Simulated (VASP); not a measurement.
Wanted: the native input for a VASP 6.6.1 run.

* Task: relaxation of cell and atoms
* Functional: PBEsol
* Potentials or basis: VASP PAW PBE potentials, release 64 (Au)
* Cutoff: 500 eV
* k mesh: 8 × 8 × 8
* Occupations: gaussian, width 0.1 eV
* Spin: no spin polarisation
* Dipole correction: no
* Further INCAR settings: ALGO = Normal; EDIFF = 1e-07; IBRION = 2; EDIFFG = -0.05; NSW = 100; ISIF = 3

The structure of Au lies in POSCAR:

```
Au
1.0
   -1.6572690000      1.6572690000      1.6572690000
    1.6572690000     -1.6572690000      1.6572690000
    1.6572690000      1.6572690000     -1.6572690000
Au
1
Direct
    0.0000000000      0.0000000000      0.0000000000
```

The input as run:

INCAR

```
ALGO     = Normal         # electronic algorithm
EDIFF    = 1E-7           # SCF threshold, eV
EDIFFG   = -0.05          # ionic threshold
ENCUT    = 500            # plane-wave cutoff, eV
GGA      = PS             # functional
GGA_COMPAT= F            
IBRION   = 2              # ionic algorithm
ISIF     = 3              # what is computed and relaxed
ISMEAR   = 0              # smearing method
LASPH    = T              # aspherical terms in the spheres
LCHARG   = F              # write CHGCAR
LREAL    = F              # projectors in reciprocal space
LWAVE    = F              # write WAVECAR
NELM     = 120            # most SCF steps
NELMIN   = 4            
NSW      = 100            # ionic steps
PREC     = Accurate       # precision mode
SIGMA    = 0.1            # smearing width, eV
```

KPOINTS

```
k-points
0
Gamma
  8 8 8
```

Potentials or basis: VASP PAW PBE potentials, release 64 (Au).

The run is started by

```sh
$ cat potpaw_PBE.64/Au/POTCAR > POTCAR
$ mpirun -np 1 vasp_std > vasp.out
```

Results of the run:

```json
{
  "Relaxed volume": "17.03 Å³/atom",
  "Relaxed cell": "a = 2.807 Å, b = 2.807 Å, c = 2.807 Å, α = 109.47°, β = 109.47°, γ = 109.47°",
  "Space group after relaxing (to 0.05 Å)": "Im-3m (No. 229)",
  "Energy gained by relaxing": "39.4 meV/atom",
  "Ionic steps": "3",
  "Pressure after relaxing": "-0.3 GPa"
}
```

Caveat: the PAW data sets were made with another functional, which shifts forces and pressure a little.

Run time: 21 s on 1 thread of AMD EPYC 7R43 64-Core Processor (Zen 3), with other jobs on the host, peak memory 0.11 GiB.
